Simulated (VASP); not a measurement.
# Lu (P6_3/mmc) in VASP: single point with r2SCAN

Aim: the single point of Lu with r2SCAN.

All numbers are computed with VASP 6.6.1; they aren't measurements. Logs are shortened: lines on timing, memory, paths and dates and some standing lists are left out, and cuts for length are marked.

### 1 The cell of the first run

Symmetry: P6_3/mmc, No. 194, hexagonal system. The conventional cell has a = 3.613 Å, b = 3.613 Å, c = 11.540 Å, α = 90.00°, β = 90.00°, γ = 120.00°. Within 4.7 Å of Lu (site symmetry -3m) lie 12 Lu at 3.56 to 3.61 Å. Lu (site symmetry -6m2) has 12 Lu at 3.56 to 3.61 Å within 4.7 Å.

### 2 Single point, r2SCAN (32.62 Å³/atom)

File POSCAR:

```
Lu
1.0
    3.6132494367      0.0000000000      0.0000000000
   -1.8066247183      3.1291658024      0.0000000000
    0.0000000000      0.0000000000     11.5402695883
Lu
4
Direct
    0.0000000000      0.0000000000      0.0000000000
    0.0000000000      1.0000000000      0.5000000000
    0.3333333333      0.6666666667      0.2500000000
    0.6666666667      0.3333333333      0.7500000000
```

File INCAR.step1:

```
SYSTEM = Lu
PREC = Accurate
ENCUT = 520
ISMEAR = -1
SIGMA = 0.1
LREAL = .FALSE.
LASPH = .TRUE.
NELM = 100
NBANDS = 58
GGA = PE
ALGO = Normal
EDIFF = 1E-4
LWAVE = .TRUE.
LCHARG = .FALSE.
```

File INCAR.step2:

```
SYSTEM = Lu
PREC = Accurate
ENCUT = 520
EDIFF = 1E-7
ISMEAR = -1
SIGMA = 0.1
LREAL = .FALSE.
LASPH = .TRUE.
NELM = 100
ALGO = Normal
ISIF = 2
LWAVE = .FALSE.
LCHARG = .TRUE.
METAGGA = R2SCAN
LMIXTAU = .TRUE.
LELF = .TRUE.
LVHAR = .TRUE.
NBANDS = 58
ISTART = 1
```

File KPOINTS:

```
regular mesh
0
G
  12 12 4
  0 0 0
```

Potentials or basis: VASP PAW PBE potentials, release 64 (Lu).

Launch:

```bash
$ cat potpaw_PBE.64/Lu/POTCAR > POTCAR
$ cp INCAR.step1 INCAR
$ mpirun -np 1 vasp_std > vasp.out
$ cp INCAR.step2 INCAR
$ mpirun -np 1 vasp_std > vasp.out
```

OUTCAR:

```text
SYSTEM = Lu
   PREC = Accurate
   ENCUT = 520
   EDIFF = 1E-7
   ISMEAR = -1
   LREAL = .FALSE.
   LASPH = .TRUE.
   NELM = 100
   ISIF = 2
   METAGGA = R2SCAN
   ISTART = 1

 ion  position               nearest neighbor table
   1  0.000  0.000  0.000-   3 3.56   4 3.56   3 3.56   4 3.56   4 3.56   3 3.56
   2  0.000  0.000  0.500-   3 3.56   4 3.56   3 3.56   4 3.56   4 3.56   3 3.56
   3  0.333  0.667  0.250-   1 3.56   2 3.56   1 3.56   2 3.56   1 3.56   2 3.56
   4  0.667  0.333  0.750-   1 3.56   2 3.56   1 3.56   2 3.56   1 3.56   2 3.56

  LATTYP: Found a hexagonal cell.
 ALAT       =     3.6132494367
 C/A-ratio  =     3.1938757040

  Lattice vectors:

 A1 = (   3.6132494367,   0.0000000000,   0.0000000000)
 A2 = (  -1.8066247183,   3.1291658024,   0.0000000000)
 A3 = (   0.0000000000,   0.0000000000,  11.5402695883)

Analysis of symmetry for initial positions (statically):
=====================================================================
 Subroutine PRICEL returns:
 Original cell was already a primitive cell.

 Routine SETGRP: Setting up the symmetry group for a
 hexagonal supercell.

 Subroutine GETGRP returns: Found 24 space group operations
 (whereof 12 operations were pure point group operations)
 out of a pool of 24 trial point group operations.

The static configuration has the point symmetry D_3d.
 The point group associated with its full space group is D_6h.

Analysis of symmetry for dynamics (positions and initial velocities):
=====================================================================
 Subroutine PRICEL returns:
 Original cell was already a primitive cell.

 Routine SETGRP: Setting up the symmetry group for a
 hexagonal supercell.

 Subroutine GETGRP returns: Found 24 space group operations
 (whereof 12 operations were pure point group operations)
 out of a pool of 24 trial point group operations.

The dynamic configuration has the point symmetry D_3d.
 The point group associated with its full space group is D_6h.

 Subroutine INISYM returns: Found 24 space group operations
 (whereof 12 operations are pure point group operations),
 and found     1 'primitive' translations

----------------------------------------------------------------------------------------

                                     Primitive cell

  volume of cell :     130.4796

  direct lattice vectors                    reciprocal lattice vectors
     3.613249437  0.000000000  0.000000000     0.276759193  0.159786995  0.000000000
    -1.806624718  3.129165802  0.000000000     0.000000000  0.319573990  0.000000000
     0.000000000  0.000000000 11.540269588     0.000000000  0.000000000  0.086653088

  length of vectors
     3.613249437  3.613249437 11.540269588     0.319573990  0.319573990  0.086653088

  position of ions in fractional coordinates (direct lattice)
     0.000000000  0.000000000  0.000000000
     0.000000000  0.000000000  0.500000000
     0.333333333  0.666666667  0.250000000
     0.666666667  0.333333333  0.750000000

  ion indices of the primitive-cell ions
   primitive index   ion index
                 1           1
                 2           2
                 3           3
                 4           4

----------------------------------------------------------------------------------------

 KPOINTS: regular mesh

Automatic generation of k-mesh.
 Grid dimensions read from file:
 generate k-points for:   12   12    4

 Generating k-lattice:

  Cartesian coordinates                     Fractional coordinates (reciprocal lattice)
     0.023063266  0.013315583  0.000000000     0.083333333  0.000000000  0.000000000
     0.000000000  0.026631166  0.000000000     0.000000000  0.083333333  0.000000000
     0.000000000  0.000000000  0.021663272     0.000000000  0.000000000  0.250000000

  Length of vectors
     0.026631166  0.026631166  0.021663272

  Shift w.r.t. Gamma in fractional coordinates (k-lattice)
     0.000000000  0.000000000  0.000000000

 Subroutine IBZKPT returns following result:
 ===========================================

 Found     57 irreducible k-points:

 Following reciprocal coordinates:
            Coordinates               Weight
  0.000000  0.000000  0.000000      1.000000
  0.083333  0.000000  0.000000      6.000000
  0.166667  0.000000  0.000000      6.000000
  0.250000  0.000000  0.000000      6.000000
  0.333333  0.000000  0.000000      6.000000
  0.416667  0.000000  0.000000      6.000000
[... 16 lines left out ...]
  0.250000  0.000000  0.250000     12.000000
  0.333333  0.000000  0.250000     12.000000
 [... further k-points ...]
   k-points           NKPTS =     57   k-points in BZ     NKDIM =     57   number of bands    NBANDS=     58
   number of dos      NEDOS =    301   number of ions     NIONS =      4
   total plane-waves  NPLWV =  70560
   dimension x,y,z NGX =    28 NGY =   28 NGZ =   90
   dimension x,y,z NGXF=    56 NGYF=   56 NGZF=  180
   ions per type =               4
   NGX,Y,Z   is equivalent  to a cutoff of  12.88, 12.88, 12.97 a.u.
   NGXF,Y,Z  is equivalent  to a cutoff of  25.77, 25.77, 25.93 a.u.
 SYSTEM =  Lu
   PREC   = accura    normal or accurate (medium, high low for compatibility)
   ISTART =      1    job   : 0-new  1-cont  2-samecut
   ICHARG =      0    charge: 1-file 2-atom 10-const
   ISPIN  =      1    spin polarized calculation?
   LNONCOLLINEAR =      F non collinear calculations
   LSORBIT =      F    spin-orbit coupling
   LASPH  =      T    aspherical Exc in radial PAW
   ENCUT  =  520.0 eV  38.22 Ry    6.18 a.u.   6.72  6.72 21.46*2*pi/ulx,y,z
   NELM   =    100;   NELMIN=  2; NELMDL=  0     # of ELM steps
   EDIFF  = 0.1E-06   stopping-criterion for ELM
   LREAL  =      F    real-space projection
   EDIFFG = 0.1E-05   stopping-criterion for IOM
   NSW    =      0    number of steps for IOM
   IBRION =     -1    ionic relax: 0-MD 1-quasi-New 2-CG
   NFREE  =      0    steps in history (QN), initial steepest desc. (CG)
   ISIF   =      2    stress and relaxation
   ISYM   =      2    0-nonsym 1-usesym 2-fastsym
   POTIM  = 0.5000    time-step for ionic-motion
   TEBEG  =    0.0;   TEEND  =   0.0 temperature during run
   PSTRESS=    0.0 pullay stress
   NELECT =     100.0000    total number of electrons
   NUPDOWN=      -1.0000    fix difference up-down
   EMIN   =  10.00;   EMAX   =-10.00  energy-range for DOS
   EFERMI =   0.00;   METHOD = LEGACY
   ISMEAR =    -1;   SIGMA  =   0.10  broadening in eV -4-tet -1-fermi 0-gaus
   EFERMI_NEDOS =   21; number of points for ismear=-14 and -15
   IALGO  =     38    algorithm
   IMIX   =      4    mixing-type and parameters
     AMIX     =   0.40;   BMIX     =  1.00
     AMIX_MAG =   1.60;   BMIX_MAG =  1.00
  volume/ion in A,a.u.               =      32.62       220.13
  Fermi-wavevector in a.u.,A,eV,Ry     =   1.498169  2.831128 30.538399  2.244509
  Thomas-Fermi vector in A             =   2.609962
   LORBIT       =      0    0 simple, 1 ext, 2 COOP (PROOUT), +10 PAW based schemes
   METAGGA = R2SCAN    functional components
   LHFCALC =     F    Hartree Fock is set to
   AEXX    =    0.0000 exact exchange contribution
   IVDW    =     0    specifies the selected vdW correction
   LEPSILON=     F    determine dielectric tensor
   LRPA    =     F    only Hartree local field effects (RPA)
 non-spin polarized calculation
  energy-cutoff  :      520.00
  volume of cell :      130.48
 maximum number of plane-waves:      3547
 NGX is ok and might be reduce to    28
   NGX = 13   NGY = 13   NGZ = 43

 number of electron     100.0000016 magnetization

 Free energy of the ion-electron system (eV)
  ---------------------------------------------------
  ext. energy  EPLUGINS =         0.00000000
  ---------------------------------------------------
  free energy    TOTEN  =      -152.06643261 eV

  energy without entropy =     -151.84456335  energy(sigma->0) =     -151.95549798

 E-fermi :   1.7572     XC(G=0): -11.0251

 val. band max:        1.7518497077   @ k =   0.3333   0.1667   0.2500
 cond. band min:       1.7572729613   @ k =   0.4167   0.0000   0.0000
 fundamental gap:      0.0054232536
 Fermi energy:         1.7572490317

 k-point     1 :       0.0000    0.0000    0.0000
  band No.  band energies     occupation
      1     -56.4455      2.00000
      2     -56.4379      2.00000
      3     -56.4319      2.00000
      4     -56.4242      2.00000
      5     -26.6102      2.00000
      6     -26.4443      2.00000
[... 50 lines left out ...]
     57       4.4157      0.00000
     58       4.4163      0.00000

 k-point     2 :       0.0833    0.0000    0.0000
  band No.  band energies     occupation
      1     -56.4445      2.00000
      2     -56.4371      2.00000
      3     -56.4311      2.00000
      4     -56.4238      2.00000
      5     -26.6026      2.00000
      6     -26.4470      2.00000
[... 50 lines left out ...]
     57       4.4765      0.00000
     58       4.5386      0.00000

 k-point     3 :       0.1667    0.0000    0.0000
  band No.  band energies     occupation
      1     -56.4416      2.00000
      2     -56.4351      2.00000
      3     -56.4291      2.00000
      4     -56.4226      2.00000
      5     -26.5809      2.00000
      6     -26.4588      2.00000
[... 1216 lines left out ...]
      3     -56.4252      2.00000
      4     -56.4217      2.00000
      5     -26.5457      2.00000
      6     -26.5099      2.00000
[... 50 lines left out ...]
     57       4.4193      0.00000
     58       4.7158      0.00000

 k-point    24 :       0.3333    0.0000    0.2500
  band No.  band energies     occupation
      1     -56.4328      2.00000
      2     -56.4304      2.00000
      3     -56.4228      2.00000
      4     -56.4204      2.00000
      5     -26.5458      2.00000
      6     -26.5188      2.00000
[... 50 lines left out ...]
     57       4.1992      0.00000
     58       4.7148      0.00000

 [... further k-points ...]
[... 5 lines left out ...]
  --------------------------------------------------------------------------------------
  -------------------------------------------------------------------------------------
  Total       -3.2759594     -3.2759594     -3.1416574     -0.0000000      0.0000000      0.0000000
  in kB      -40.2259793    -40.2259793    -38.5768652     -0.0000000      0.0000000      0.0000000
  external PRESSURE =     -39.6762746 kB  Pullay stress =       0.0000000 kB

 VOLUME and BASIS-vectors are now :
 -----------------------------------------------------------------------------
  energy-cutoff  :      520.00
  volume of cell :      130.48
      direct lattice vectors                 reciprocal lattice vectors
     3.613249437  0.000000000  0.000000000     0.276759193  0.159786995  0.000000000
    -1.806624718  3.129165802  0.000000000     0.000000000  0.319573990  0.000000000
     0.000000000  0.000000000 11.540269588     0.000000000  0.000000000  0.086653088

 POSITION                                       TOTAL-FORCE (eV/Angst)
 -----------------------------------------------------------------------------------
      0.00000      0.00000      0.00000         0.000000      0.000000      0.000000
      0.00000      0.00000      5.77013         0.000000      0.000000      0.000000
     -0.00000      2.08611      2.88507        -0.000000      0.000000     -0.000000
      1.80662      1.04306      8.65520         0.000000      0.000000     -0.000000
 -----------------------------------------------------------------------------------
    total drift:                                0.000000     -0.000000      0.000000

  FREE ENERGIE OF THE ION-ELECTRON SYSTEM (eV)
  ---------------------------------------------------
  free  energy   TOTEN  =      -152.0664326061 eV

  energy  without entropy=     -151.8445633459  energy(sigma->0) =     -151.95549798
```

It took 21 min on 1 thread of AMD EPYC 9R45 (Zen 5), shared host; peak memory 0.45 GiB.

What came out:

| Property | Result |
| --- | --- |
| Free energy | -152.0664 eV |
| Pressure | -4.0 GPa |
| Band gap on the k mesh | zero (bands 50 and 51 overlap by 1.56 eV) |

Stress tensor (GPa, compression positive):
```
-4.02  0.00  0.00
 0.00 -4.02  0.00
 0.00  0.00 -3.86
```

Caveat: the cell stands under tension; the PAW data sets were made with another functional, which shifts forces and pressure a little; spin-orbit coupling is left out, which moves the levels of the heavy elements.
